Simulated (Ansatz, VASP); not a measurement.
# Two plane-wave programs on BaTiO3

POSCAR

```
BaTiO3
1.0
    4.0401405200      0.0000000000      0.0000000000
    0.0112820400      4.0401203400      0.0000000000
    0.0225640800      0.0225035300      8.0802205000
Ba Ti O
2 2 6
Direct
    0.0000000000      0.0000000000      0.0000000000
    0.0000000000      0.0000000000      0.5000000000
    0.4880000000      0.4880000000      0.2440000000
    0.4880000000      0.4880000000      0.7440000000
    0.5116000000      0.5116000000      0.0097500000
    0.5116000000      0.5116000000      0.5097500000
    0.0195000000      0.5116000000      0.2558000000
    0.0195000000      0.5116000000      0.7558000000
    0.5116000000      0.0195000000      0.2558000000
    0.5116000000      0.0195000000      0.7558000000
```

INCAR.step1

```
SYSTEM = BaTiO3
PREC = Accurate
ENCUT = 520
ISMEAR = 0
SIGMA = 0.1
LREAL = .False.
LASPH = .True.
NELM = 60
NBANDS = 51
GGA = PE
ALGO = Normal
EDIFF = 1E-4
LWAVE = .True.
LCHARG = .False.
```

Contents of INCAR.step2:

```
SYSTEM = BaTiO3
PREC = Accurate
ENCUT = 520
EDIFF = 1E-7
ISMEAR = 0
SIGMA = 0.1
LREAL = .False.
LASPH = .True.
NELM = 60
ALGO = Normal
ISIF = 2
LWAVE = .False.
LCHARG = .False.
METAGGA = R2SCAN
LMIXTAU = .True.
NBANDS = 51
ISTART = 1
```

The input KPOINTS:

```
Automatic mesh
0
Gamma
  5 5 3
  0 0 0
```

Input for Ansatz:

```yaml
crystal:
  lattice:
    - [4.04014052, 0.0, 0.0]
    - [0.01128204, 4.04012034, 0.0]
    - [0.02256408, 0.02250353, 8.0802205]
  atoms:
    - { symbol: Ba, position: [0.0, 0.0, 0.0] }
    - { symbol: Ba, position: [0.0, 0.0, 0.5] }
    - { symbol: Ti, position: [0.488, 0.488, 0.244] }
    - { symbol: Ti, position: [0.488, 0.488, 0.744] }
    - { symbol: O, position: [0.5116, 0.5116, 0.00975] }
    - { symbol: O, position: [0.5116, 0.5116, 0.50975] }
    - { symbol: O, position: [0.0195, 0.5116, 0.2558] }
    - { symbol: O, position: [0.0195, 0.5116, 0.7558] }
    - { symbol: O, position: [0.5116, 0.0195, 0.2558] }
    - { symbol: O, position: [0.5116, 0.0195, 0.7558] }
  symmetry: { tolerance: 0.0003 }
kpoints:
  mp_grid: { grid: [5, 5, 3], shift: [0, 0, 0] }
magnetization:
  spin_polarized: false
scf:
  occupations: { method: gaussian, width: 0.1 }
hamiltonian:
  pseudopotentials: { kind: paw }
  xc: r2scan
basis:
  ecutwfc: 500
output:
  forces: true
  stress: true
  eigenvalues: true
  write_density: true
  write_potential: true
  elf: true
  volumetric_format: npy
```

Alike in both runs: task single point; functional r2SCAN; k mesh 5 × 5 × 3; occupations gaussian, width 0.1 eV; no spin polarisation.

|  | VASP | Ansatz |
| --- | --- | --- |
| version | VASP 6.6.1 | Ansatz 0.2.0 |
| potentials or method | VASP PAW PBE potentials, release 64 (Ba_sv, Ti_sv, O), cutoff 520 eV | PAW plane waves |
| valence electrons in the cell | 80 | 80 |

VASP gave:

* gap on the k mesh at the Fermi level (eV): 2.73
* pressure (GPa): -1.2
* traceless stress, the component that is largest in VASP (GPa): 0.04
* rms of the force components (eV/Å): 0.066

**Question.** Which values does Ansatz return?

**Answer.** gap on the k mesh at the Fermi level (eV): 2.75; pressure (GPa): -3.0; traceless stress, the component that is largest in VASP (GPa): 0.08; rms of the force components (eV/Å): 0.120.

VASP's potentials were made for PBE, not for r2SCAN. Atom by atom the forces differ by 0.056 eV/Å (rms over components). Ansatz's warnings: structure snapped to symmetry.

Neither program's run includes spin-orbit coupling.
